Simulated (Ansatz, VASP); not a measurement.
## One calculation of GaN, two programs

```
Ga N
1.0
     3.24377    0.00000    0.00000
    -1.62188    2.80918    0.00000
     0.00000    0.00000    5.12481
Ga N
2 2
Direct
  0.33333 0.66667 0.00011
  0.66667 0.33333 0.50011
  0.33333 0.66667 0.37689
  0.66667 0.33333 0.87689
```

Change from the starting cell: strained cell.

Alike in both runs: task relaxation of the atoms; functional r2SCAN; k mesh 9 × 9 × 6; occupations gaussian, width 0.02 eV; no spin polarisation.

```csv
,VASP,Ansatz
version,VASP 6.6.1,Ansatz 0.2.0
potentials or method,"VASP PAW PBE potentials, release 64 (Ga_d, N), cutoff 580 eV","scalar-relativistic, plane waves, PAW"
valence electrons in the cell,36,36
```

|  | VASP | Ansatz | Ansatz less VASP |
| --- | --- | --- | --- |
| gap on the k mesh at the Fermi level, each at its own relaxed structure (eV) | 2.12 | 2.12 | +0.009 |

VASP's potentials were made for PBE, not for r2SCAN. Ansatz's warnings: stress scf threshold loose.
